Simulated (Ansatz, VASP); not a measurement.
AlGa3N4 in VASP and in Ansatz

The input INCAR:

```
SYSTEM = AlGa3N4
  PREC = Accurate
  ENCUT = 600
  EDIFF = 1E-6
  ISMEAR = 0
  SIGMA = 0.02
  LREAL = .FALSE.
  LASPH = .TRUE.
  NELM = 80
  ALGO = Normal
  ISIF = 3
  LWAVE = .FALSE.
  LCHARG = .FALSE.
  GGA = PS
  IBRION = 2
  NSW = 100
  EDIFFG = -0.005
```

File KPOINTS:

```
regular mesh
0
G
  6 6 6
  0 0 0
```

Contents of POSCAR:

```
AlGa3N4
1.0
    4.4716853600      0.0000000000      0.0000000000
    0.0000000000      4.4716853600      0.0000000000
    0.0000000000      0.0000000000      4.4716853600
Al Ga N
1 3 4
Direct
    0.0000000000      0.0000000000      0.0000000000
    0.5000000000      0.5000000000      0.0000000000
    0.5000000000      0.0000000000      0.5000000000
    0.0000000000      0.5000000000      0.5000000000
    0.7557144200      0.7557144200      0.2442855800
    0.7557144200      0.2442855800      0.7557144200
    0.2442855800      0.7557144200      0.7557144200
    0.2442855800      0.2442855800      0.2442855800
```

Input for Ansatz:

```yaml
crystal:
  lattice:
    - [4.47168536, 0.0, 0.0]
    - [0.0, 4.47168536, 0.0]
    - [0.0, 0.0, 4.47168536]
  atoms:
    - { symbol: Al, position: [0.0, 0.0, 0.0] }
    - { symbol: Ga, position: [0.5, 0.5, 0.0] }
    - { symbol: Ga, position: [0.5, 0.0, 0.5] }
    - { symbol: Ga, position: [0.0, 0.5, 0.5] }
    - { symbol: "N", position: [0.75571442, 0.75571442, 0.24428558] }
    - { symbol: "N", position: [0.75571442, 0.24428558, 0.75571442] }
    - { symbol: "N", position: [0.24428558, 0.75571442, 0.75571442] }
    - { symbol: "N", position: [0.24428558, 0.24428558, 0.24428558] }
basis:
  ecutwfc: 420
kpoints:
  mp_grid: { grid: [6, 6, 6] }
hamiltonian:
  xc: pbesol
scf:
  occupations: { method: gaussian, width: 0.02 }
output:
  forces: true
  stress: true
  eigenvalues: true
relax:
  adjacent_minimum: "off"
  f_tol: 0.005
  max_steps: 80
  cell: { stress_tol: 0.05 }
```

Alike in both runs: task relaxation of cell and atoms; functional PBEsol; k mesh 6 × 6 × 6; occupations gaussian, width 0.02 eV; no spin polarisation.

|  | VASP | Ansatz |
| --- | --- | --- |
| version | VASP 6.6.1 | Ansatz 0.2.0 |
| potentials or method | VASP PAW PBE potentials, release 64 (Al, Ga_d, N), cutoff 600 eV | scalar-relativistic, plane waves, PAW |
| valence electrons in the cell | 62 | 62 |

VASP gave:

| Quantity | Value |
| --- | --- |
| gap on the k mesh at the Fermi level, each at its own relaxed structure (eV) | 2.32 |
| relaxed volume (Å³/atom) | 11.13 |
| relaxed cell length with the largest relative difference (Å) | 4.465 |

Q: Estimate Ansatz's values.

A: gap on the k mesh at the Fermi level, each at its own relaxed structure (eV): 2.29; relaxed volume (Å³/atom): 11.15; relaxed cell length with the largest relative difference (Å): 4.468.

VASP's potentials were made for PBE, not for PBEsol.
